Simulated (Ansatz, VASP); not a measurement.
One calculation of Sn3GeTe4, two programs

```
Sn Ge Te
1.0
     4.47073    2.58118    3.74466
    -4.47073    2.58118    3.74466
     0.00000   -5.16235    3.74466
Sn Ge Te
3 1 4
Direct
  0.49453 0.49453 0.99412
  0.49453 0.99412 0.49453
  0.99412 0.49453 0.49453
  0.97132 0.97132 0.97132
  0.50828 0.50828 0.50828
  0.00592 0.00592 0.52399
  0.00592 0.52399 0.00592
  0.52399 0.00592 0.00592
```

Change from the starting cell: the structure that the rattled cell fell into.

Alike in both runs: functional PBE; k mesh 6 × 6 × 6; occupations gaussian, width 0.02 eV; no spin polarisation.

Ansatz relaxed the structure, and its values are those at the end. VASP's run is a single point on that final structure, the one shown.

```csv
,VASP,Ansatz
version,VASP 6.6.1,Ansatz 0.2.0
potentials or method,"VASP PAW PBE potentials, release 64 (Sn_d, Ge_d, Te), cutoff 520 eV","scalar-relativistic, plane waves, PAW"
valence electrons in the cell,80,120
```

```csv
,VASP,Ansatz,Ansatz less VASP
gap on the k mesh at the Fermi level (eV),0.22,0.22,-0.001
least direct gap on the mesh (eV),0.22,0.22,-0.001
pressure (GPa),0.0,0.0,+0.03
rms of the force components (eV/Å),0.004,0.003,-0.0005
```

VASP's potentials hold 80 valence electrons a cell and Ansatz's 120, so a difference there can come from the potentials and not from the codes.

Neither program's run includes spin-orbit coupling.
